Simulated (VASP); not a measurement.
Crystal: Hf7S.

```
Hf S
1.0
     3.17000    0.00000    0.00000
    -1.58500    2.74530    0.00000
     0.00000    0.00000   17.90000
Hf S
7 1
Direct
  0.33333 0.66667 0.09800
  0.33333 0.66667 0.90200
  0.66667 0.33333 0.76800
  0.33333 0.66667 0.36600
  0.66667 0.33333 0.50000
  0.66667 0.33333 0.23200
  0.33333 0.66667 0.63400
  0.00000 0.00000 0.00000
```

| Item | Value |
| --- | --- |
| Program | VASP 6.6.1 |
| Task | relaxation of cell and atoms |
| Functional | PBE |
| Potentials or basis | VASP PAW PBE potentials, release 64 (Hf_pv, S) |
| Cutoff | 600 eV |
| k mesh | 6 × 6 × 1 |
| Occupations | gaussian, width 0.2 eV |
| Spin | no spin polarisation |

At the start: pressure 12.9 GPa; volume 19.47 Å³/atom.

Question: How do energy, volume and symmetry change on relaxing?

Answer: Over 7 steps the energy falls by 74.5 meV/atom and the volume is 21.38 Å³/atom (+9.8 %); space group P-6m2 (No. 187, to 0.1 Å) before and after.

The path:
| step | energy change (eV) | largest force (eV/Å) | pressure (GPa) | volume (Å³) |
| --- | --- | --- | --- | --- |
| 1 | 0.0000 | 0.2160 | 12.90 | 155.78 |
| 2 | 0.3147 | 0.3282 | -11.46 | 193.85 |
| 3 | -0.5873 | 0.1930 | -0.31 | 171.66 |
| 4 | -0.5877 | 0.1896 | -0.04 | 171.26 |
| 5 | -0.5876 | 0.1865 | 0.18 | 170.94 |
| 6 | -0.5919 | 0.1429 | 0.18 | 170.98 |
| 7 | -0.5958 | 0.0617 | 0.19 | 171.05 |

Final structure:
```
Hf S
1.0
     3.25388    0.00000    0.00000
    -1.62694    2.81794    0.00000
     0.00000    0.00000   18.65434
Hf S
7 1
Cartesian
  0.0000 1.8786 1.8185
  0.0000 1.8786 16.8358
  1.6269 0.9393 14.3524
  0.0000 1.8786 6.8366
  1.6269 0.9393 9.3272
  1.6269 0.9393 4.3020
  0.0000 1.8786 11.8177
  0.0000 0.0000 0.0000
```

Caveat: the k points lie up to 0.37 Å⁻¹ apart in the final cell, too coarse for converged energies and pressures of a metal; the relaxation stopped at a loose force limit of 0.08 eV/Å, so its end isn't a converged minimum.
